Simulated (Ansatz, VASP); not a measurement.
**YHf2O2 in VASP and in Ansatz**

```
Y Hf O
1.0
     4.14989    0.00000    0.00000
    -2.07495    3.59391    0.00000
     0.00000    0.00000    6.77563
Y Hf O
1 2 2
Direct
  0.00000 0.00000 0.00000
  0.66667 0.33333 0.63047
  0.33333 0.66667 0.36953
  0.66667 0.33333 0.24898
  0.33333 0.66667 0.75102
```

Change from the starting cell: species swapped into the EuMg2Bi2 type (P-3m1, No. 164).

Alike in both runs: task single point; functional PBE; k mesh 6 × 6 × 4; occupations gaussian, width 0.1 eV; no spin polarisation.

```csv
,VASP,Ansatz
version,VASP 6.6.1,Ansatz 0.2.0
potentials or method,"VASP PAW PBE potentials, release 64 (Y_sv, Hf_pv, O), cutoff 520 eV","scalar-relativistic, plane waves, PAW"
valence electrons in the cell,43,75
```

Ansatz gave:

```
gap on the k mesh at the Fermi level (eV)                     : none
pressure (GPa)                                                : -18.5
traceless stress, the component that is largest in VASP (GPa) : 6.79
rms of the force components (eV/Å)                            : 0.578
```

Question: What did VASP give for the same quantities?

Answer: gap on the k mesh at the Fermi level (eV): none; pressure (GPa): -19.0; traceless stress, the component that is largest in VASP (GPa): 6.83; rms of the force components (eV/Å): 0.579.

Atom by atom the forces differ by 0.020 eV/Å (rms over components). A gap of «none» marks a metal or a gap that the smearing closes. VASP's potentials hold 43 valence electrons a cell and Ansatz's 75, so a difference there can come from the potentials and not from the codes.

Spin-orbit coupling is off throughout.
